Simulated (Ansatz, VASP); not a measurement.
**Two plane-wave programs on SrO**

```xyz
4
Lattice="3.5533 0.0000 0.0000 -1.7766 3.0772 0.0000 0.0000 0.0000 6.2173" Properties=species:S:1:pos:R:3 pbc="T T T"
Sr    1.7766    1.0257    4.6630
Sr    0.0000    2.0515    1.5543
O     0.0000    0.0000    3.1087
O     0.0000    0.0000    0.0000
```

Alike in both runs: task single point; functional r2SCAN; k mesh 9 × 9 × 5; occupations fermi-dirac, width 0.05 eV; no spin polarisation.

|  | VASP | Ansatz |
| --- | --- | --- |
| version | VASP 6.6.1 | Ansatz 0.2.0 |
| potentials or method | VASP PAW PBE potentials, release 64 (Sr_sv, O) | Ansatz PAW |
| plane-wave cutoff (eV) | 520 | 500 |
| valence electrons in the cell | 32 | 32 |

Ansatz gave:

```
gap on the k mesh at the Fermi level (eV) : 3.56
least direct gap on the mesh (eV)         : 3.66
pressure (GPa)                            : -0.4
```

Problem. Estimate VASP's values.

Solution. gap on the k mesh at the Fermi level (eV): 3.52; least direct gap on the mesh (eV): 3.67; pressure (GPa): 0.1.

VASP's potentials were made for PBE, not for r2SCAN.

Noted on Ansatz's run: odd divisions of the mesh miss points on the zone boundary, where band edges often lie, so the gap on the mesh can be too wide.
